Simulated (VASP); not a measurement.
Runs of VASP 6.6.1 on AgO. The structure is that of space group I-4m2 (No. 119), or close to it. The cells are those of the table. 

```csv
cell,gap on the mesh (eV),pressure (GPa)
"a = 3.450, b = 3.450, c = 3.320 Å, angles 61.2, 61.2, 57.5°, 2 atoms",none,10.6
"a = 3.406, b = 3.406, c = 3.491 Å, angles 59.2, 59.2, 61.6°, 2 atoms",none,6.9
"a = 3.410, b = 3.410, c = 3.576 Å, angles 58.4, 58.4, 63.2°, 2 atoms",none,(a)
"a = 3.365, b = 3.365, c = 3.491 Å, angles 58.8, 58.8, 62.5°, 2 atoms",none,10.6
```

Alike in all rows: task single point; level PBEsol; potentials or basis VASP PAW PBE potentials, release 64 (Ag, O); no spin polarisation; k mesh 18 × 18 × 18; cutoff (eV) 520; smearing gaussian 0.15 eV.

Estimate the missing entries.

(a) 3.3.

Caveats: the cell stands under pressure; the PAW data sets were made with another functional, which shifts forces and pressure a little; an odd number of electrons without spin polarisation forces a metal; a magnetic or distorted state may lie lower.

A k mesh can miss the band edges, and the runs leave out spin-orbit coupling on Ag.

A gap of «none» marks levels without a gap at the run's occupations.
